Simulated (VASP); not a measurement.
# HfSnSe4 (P6/mmm) in VASP: notebook, part 2 of 2

VASP 6.6.1. The steps go on from the part before.

## Step 3: Single point, PBE

This run uses another cell than the first one, of 22.21 Å³/atom, 1.032 times its volume.

Input file INCAR:

```
SYSTEM = HfSnSe4
PREC = Accurate
ENCUT = 520
EDIFF = 1E-6
ISMEAR = 0
SIGMA = 0.1
LREAL = .FALSE.
LASPH = .TRUE.
NELM = 80
ALGO = Normal
ISIF = 2
LWAVE = .FALSE.
LCHARG = .FALSE.
GGA = PE
NBANDS = 33
```

Input file KPOINTS:

```
Automatic mesh
0
G
  6 6 2
  0 0 0
```

Input file POSCAR:

```
HfSnSe4
1.0
    4.1988715500      0.0000000000      0.0000000000
   -2.0994357700      3.6363294300      0.0000000000
    0.0000000000      0.0000000000      8.7286165600
Hf Sn Se
1 1 4
Direct
    0.0000000000      0.0000000000      0.0000000000
    0.0000000000      0.0000000000      0.5000000000
    0.3333333300      0.6666666700      0.7432699200
    0.3333333300      0.6666666700      0.2567300800
    0.6666666700      0.3333333300      0.7432699200
    0.6666666700      0.3333333300      0.2567300800
```

Potentials or basis: VASP PAW PBE potentials, release 64 (Hf_pv, Sn_d, Se).

On the command line:

```bash
$ cat potpaw_PBE.64/Hf_pv/POTCAR potpaw_PBE.64/Sn_d/POTCAR potpaw_PBE.64/Se/POTCAR > POTCAR
$ mpirun -np 1 vasp_std > vasp.out
```

It took 59 s on 1 thread of Intel Xeon Platinum 8259CL at 2.50GHz (Skylake/Cascade Lake), shared host; peak memory 0.29 GiB.

The run converged. Its results:

- Free energy: -22.9200 eV
- Pressure: 12.6 GPa
- Largest force: 0.996 eV/Å
- Band gap on the k mesh: zero (band 24 reaches 7.41 eV, above the bottom of band 25 at 5.96 eV)

Forces on the atoms (eV/Å):
```
Hf   0.000  0.000  0.000
Sn   0.000  0.000  0.000
Se   0.000  0.000  0.996
Se   0.000  0.000 -0.996
Se   0.000  0.000  0.996
Se   0.000  0.000 -0.996
```

Stress tensor (GPa, compression positive):
```
22.69  0.00  0.00
 0.00 22.69  0.00
 0.00  0.00 -7.71
```

Levels at points of the mesh, in eV from the Fermi level:
```tsv
k point	band 21	band 22	band 23	band 24	band 25	band 26	band 27	band 28
(0.00, 0.00, 0.00)	-1.99	-1.91	-1.91	-0.81	-0.63	0.03	0.03	0.27
(0.50, 0.00, 0.00)	-2.71	-0.09	0.49	0.63	0.64	1.04	1.26	1.43
(0.00, 0.00, 0.50)	-2.37	-1.27	-1.27	-1.19	-0.26	-0.19	-0.16	0.07
(0.50, 0.00, 0.50)	-1.89	-0.04	0.00	0.24	1.04	1.16	1.56	1.70
```

Caveat: spin-orbit coupling is left out, which moves the levels of the heavy elements.

## Step 4: Single point, PBE

This run uses another cell than the first one, of 21.84 Å³/atom, 1.015 times its volume.

Input file INCAR:

```
  PREC = Accurate
  ENCUT = 520
  EDIFF = 1E-6
  ISMEAR = 0
  SIGMA = 0.1
  LREAL = False
  LASPH = True
  NELM = 80
  ALGO = Normal
  ISIF = 2
  LWAVE = False
  LCHARG = False
  GGA = PE
  NBANDS = 33
```

Input file KPOINTS:

```
Automatic mesh
0
Gamma
  6 6 4
```

Input file POSCAR:

```
HfSnSe4
1.0
    4.9980648067      0.0000000000      0.0000000000
   -2.4990324034      4.3284510924      0.0000000000
    0.0000000000      0.0000000000      6.0579339623
Hf Sn Se
1 1 4
Direct
    0.0000000000      0.0000000000      0.0000000000
    0.0000000000      0.0000000000      0.5000000000
    0.3333333333      0.6666666667      0.7810393256
    0.3333333333      0.6666666667      0.2189606744
    0.6666666667      0.3333333333      0.7810393256
    0.6666666667      0.3333333333      0.2189606744
```

On the command line:

```bash
$ cat potpaw_PBE.64/Hf_pv/POTCAR potpaw_PBE.64/Sn_d/POTCAR potpaw_PBE.64/Se/POTCAR > POTCAR
$ mpirun -np 1 vasp_std > vasp.out
```

It took 85 s on 1 thread of Intel Xeon Platinum 8259CL at 2.50GHz (Skylake/Cascade Lake), shared host; peak memory 0.31 GiB.

It converged, with:

- Free energy: -27.9329 eV
- Pressure: -0.1 GPa
- Largest force: 0.038 eV/Å
- Band gap on the k mesh: zero (band 24 reaches 7.34 eV, above the bottom of band 25 at 4.67 eV)

Forces on the atoms (eV/Å):
```
Hf   0.000  0.000  0.000
Sn   0.000  0.000  0.000
Se   0.000  0.000  0.038
Se   0.000  0.000 -0.038
Se   0.000  0.000  0.038
Se   0.000  0.000 -0.038
```

Stress tensor (GPa, compression positive):
```
-0.01  0.00  0.00
 0.00 -0.01  0.00
 0.00  0.00 -0.33
```

Levels at points of the mesh, in eV from the Fermi level:
```tsv
k point	band 21	band 22	band 23	band 24	band 25	band 26	band 27	band 28
(0.00, 0.00, 0.00)	-3.14	-2.06	-2.06	-0.47	0.89	1.53	1.53	1.65
(0.50, 0.00, 0.00)	-1.59	-0.52	0.47	0.88	1.09	1.14	1.32	1.93
(0.00, 0.00, 0.50)	-2.31	-2.26	-2.20	-2.20	-1.74	0.29	2.17	2.17
(0.50, 0.00, 0.50)	-1.49	-1.37	-1.32	-1.07	-0.65	0.72	1.32	1.60
```

Caveat: spin-orbit coupling is left out, which moves the levels of the heavy elements.

## Step 5: Relaxation of cell and atoms, PBE

This run uses another cell than the first one, of 22.21 Å³/atom, 1.032 times its volume.

Input file INCAR:

```
SYSTEM = HfSnSe4
PREC = Accurate ; ENCUT = 600
EDIFF = 1E-7 ; ISMEAR = 0
SIGMA = 0.1 ; LREAL = .FALSE.
LASPH = .TRUE. ; NELM = 60
ALGO = Normal ; ISIF = 3
LWAVE = .FALSE. ; LCHARG = .FALSE.
GGA = PE ; IBRION = 2
NSW = 90 ; EDIFFG = -0.04
```

Input file KPOINTS:

```
regular mesh
0
G
  6 6 2
  0 0 0
```

Input file POSCAR:

```
HfSnSe4
1.0
    4.1988715500      0.0000000000      0.0000000000
   -2.0994357700      3.6363294300      0.0000000000
    0.0000000000      0.0000000000      8.7286165600
Hf Sn Se
1 1 4
Direct
    0.0000000000      0.0000000000      0.0000000000
    0.0000000000      0.0000000000      0.5000000000
    0.3333333300      0.6666666700      0.7432699200
    0.3333333300      0.6666666700      0.2567300800
    0.6666666700      0.3333333300      0.7432699200
    0.6666666700      0.3333333300      0.2567300800
```

On the command line:

```bash
$ cat potpaw_PBE.64/Hf_pv/POTCAR potpaw_PBE.64/Sn_d/POTCAR potpaw_PBE.64/Se/POTCAR > POTCAR
$ mpirun -np 1 vasp_std > vasp.out
```

Wall time 12 min (1 thread of AMD EPYC 9R45 (Zen 5), shared host); peak memory 0.32 GiB.

It converged, with:

```yaml
Free_energy: -28.4535 eV
Relaxed_volume: 21.50 Å³/atom
Relaxed_cell: a = 5.073 Å, b = 5.073 Å, c = 5.790 Å, α = 90.00°, β = 90.00°, γ = 120.00°
Space_group_after_relaxing_to_0.05_Å: P6/mmm (No. 191)
Energy_gained_by_relaxing: 922.2 meV/atom
Ionic_steps: 17
Pressure_after_relaxing: 0.0 GPa
Largest_force_after_relaxing: 0.026 eV/Å
Band_gap_on_the_k_mesh: zero (band 24 reaches 7.55 eV, above the bottom of band 25 at 4.84 eV)
```

Forces on the atoms (eV/Å):
```
Hf   0.000  0.000  0.000
Sn   0.000  0.000  0.000
Se   0.000  0.000  0.026
Se   0.000  0.000 -0.026
Se   0.000  0.000  0.026
Se   0.000  0.000 -0.026
```

Stress tensor (GPa, compression positive):
```
-0.10  0.00  0.00
 0.00 -0.10  0.00
 0.00  0.00  0.23
```

Step by step:
```
step  energy change (eV)  largest force (eV/Å)  pressure (GPa)  volume (Å³)
   1              0.0000                0.9962           12.56       133.27
   2             -2.4168                0.8921           -7.00       167.68
   3             -2.4267                0.9139           -5.81       163.46
   4             -3.7801                0.9222           -5.25       149.82
   5             -4.6005                0.7482           -3.48       137.88
   6             -2.9351                2.5114           23.24       111.79
   7             -4.7327                0.7944           -2.59       134.59
   8             -5.4317                0.2898            3.60       123.47
   9             -5.0687                0.6856           10.08       118.17
  10             -5.4357                0.1631            4.43       122.59
  11             -4.8479                1.0326            2.67       130.15
  12             -5.4753                0.0788            3.62       124.05
  13             -5.4749                0.2305           -3.03       134.02
  14             -5.5326                0.0857            0.04       128.87
  15             -5.5326                0.0827            0.11       128.78
  16             -5.5334                0.0122           -0.01       129.09
  17             -5.5334                0.0258            0.01       129.03
```

Final structure:
```yaml
crystal:
  lattice:
    - [5.07282, 0.00000, 0.00000]
    - [-2.53641, 4.39319, 0.00000]
    - [0.00000, 0.00000, 5.78961]
  atoms:
    - { symbol: Hf, position: [0.00000, 0.00000, 0.00000] }
    - { symbol: Sn, position: [0.00000, 0.00000, 0.50000] }
    - { symbol: Se, position: [0.33333, 0.66667, 0.76674] }
    - { symbol: Se, position: [0.33333, 0.66667, 0.23326] }
    - { symbol: Se, position: [0.66667, 0.33333, 0.76674] }
    - { symbol: Se, position: [0.66667, 0.33333, 0.23326] }
```

Levels at points of the mesh, in eV from the Fermi level:
```
           k point  band 22  band 23  band 24  band 25  band 26  band 27
(0.00, 0.00, 0.00)    -2.13    -2.13    -0.46     1.20     1.20     1.26
(0.50, 0.00, 0.00)    -0.67     0.45     0.85     0.91     1.20     1.33
(0.00, 0.00, 0.50)    -2.34    -2.22    -2.22    -1.86    -0.33     2.00
(0.50, 0.00, 0.50)    -1.59    -1.55    -1.44    -1.11     0.27     1.10
```

Caveat: spin-orbit coupling is left out, which moves the levels of the heavy elements.

## Step 6: Summary

```csv
task,cell,k mesh,cutoff (eV),gap on the mesh (eV),pressure (GPa),largest force (eV/Å)
single point,"a = 5.071, b = 5.071, c = 5.800 Å, angles 90.0, 90.0, 120.0°, 6 atoms",6 × 6 × 2,520,none,-0.1,-
single point,"a = 4.199, b = 4.199, c = 8.729 Å, angles 90.0, 90.0, 120.0°, 6 atoms",6 × 6 × 2,520,none,12.6,1.00
single point,"a = 4.998, b = 4.998, c = 6.058 Å, angles 90.0, 90.0, 120.0°, 6 atoms",6 × 6 × 4,520,none,-0.1,0.04
relaxation of cell and atoms,"relaxed from a = 4.199, b = 4.199, c = 8.729 Å, angles 90.0, 90.0, 120.0°, 6 atoms",6 × 6 × 2,600,none,0.0,0.03
```

Alike in all rows: level PBE; potentials or basis VASP PAW PBE potentials, release 64 (Hf_pv, Sn_d, Se); no spin polarisation; smearing gaussian 0.1 eV.

Caveats: some runs use coarse meshes; spin-orbit coupling is left out, which moves the levels of the heavy elements.

Absolute energies hang on the potentials; compare differences alone.
